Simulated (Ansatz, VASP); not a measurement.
**Mg5ZnO6: VASP beside Ansatz**

INCAR

```
SYSTEM = Mg5ZnO6
PREC = Accurate
ENCUT = 520
EDIFF = 1E-6
ISMEAR = 0
SIGMA = 0.1
LREAL = .False.
LASPH = .True.
NELM = 60
ALGO = Normal
ISIF = 2
LWAVE = .False.
LCHARG = .False.
GGA = PE
NBANDS = 41
```

The input KPOINTS:

```
regular mesh
0
Gamma
  6 6 2
  0 0 0
```

The input POSCAR:

```
Mg5ZnO6
1.0
    3.3112041100      0.0000000000      0.0000000000
    0.0000000000      3.3112041100      0.0000000000
    0.0000000000      0.0000000000     14.0482492900
Mg Zn O
5 1 6
Direct
    0.0000000000      0.0000000000      0.0000000000
    0.5000000000      0.5000000000      0.1666666700
    0.0000000000      0.0000000000      0.3333333300
    0.0000000000      0.0000000000      0.6666666700
    0.5000000000      0.5000000000      0.8333333300
    0.5000000000      0.5000000000      0.5000000000
    0.5000000000      0.0000000000      0.0833333300
    0.0000000000      0.5000000000      0.2500000000
    0.5000000000      0.0000000000      0.4166666700
    0.0000000000      0.5000000000      0.5833333300
    0.5000000000      0.0000000000      0.7500000000
    0.0000000000      0.5000000000      0.9166666700
```

Input for Ansatz:

```yaml
crystal:
  lattice:
    - [3.31120411, 0.0, 0.0]
    - [0.0, 3.31120411, 0.0]
    - [0.0, 0.0, 14.04824929]
  atoms:
    - { symbol: Mg, position: [0.0, 0.0, 0.0] }
    - { symbol: Mg, position: [0.5, 0.5, 0.16666667] }
    - { symbol: Mg, position: [0.0, 0.0, 0.33333333] }
    - { symbol: Mg, position: [0.0, 0.0, 0.66666667] }
    - { symbol: Mg, position: [0.5, 0.5, 0.83333333] }
    - { symbol: Zn, position: [0.5, 0.5, 0.5] }
    - { symbol: O, position: [0.5, 0.0, 0.08333333] }
    - { symbol: O, position: [0.0, 0.5, 0.25] }
    - { symbol: O, position: [0.5, 0.0, 0.41666667] }
    - { symbol: O, position: [0.0, 0.5, 0.58333333] }
    - { symbol: O, position: [0.5, 0.0, 0.75] }
    - { symbol: O, position: [0.0, 0.5, 0.91666667] }
basis:
  ecutwfc: 420
kpoints:
  mp_grid: { grid: [6, 6, 2] }
hamiltonian:
  xc: pbe
scf:
  occupations: { method: gaussian, width: 0.1 }
  lower_state_search: "off"
output:
  forces: true
  stress: true
  eigenvalues: true
```

Alike in both runs: task single point; functional PBE; k mesh 6 × 6 × 2; occupations gaussian, width 0.1 eV; no spin polarisation.

|  | VASP | Ansatz |
| --- | --- | --- |
| version | VASP 6.6.1 | Ansatz 0.2.0 |
| potentials or method | VASP PAW PBE potentials, release 64 (Mg, Zn, O), cutoff 520 eV | scalar-relativistic, plane waves, PAW |
| valence electrons in the cell | 58 | 98 |

Ansatz gave:

* gap on the k mesh at the Fermi level (eV): 2.28
* least direct gap on the mesh (eV): 2.28
* pressure (GPa): -4.8
* traceless stress, the component that is largest in VASP (GPa): -0.18
* rms of the force components (eV/Å): 0.076

Which values does VASP return?

gap on the k mesh at the Fermi level (eV): 2.26; least direct gap on the mesh (eV): 2.26; pressure (GPa): -5.1; traceless stress, the component that is largest in VASP (GPa): -0.19; rms of the force components (eV/Å): 0.089.

Atom by atom the forces differ by 0.017 eV/Å (rms over components). With one functional, cell and mesh, what is left measures potentials, basis and numerics. VASP's potentials hold 58 valence electrons a cell and Ansatz's 98, so a difference there can come from the potentials and not from the codes.
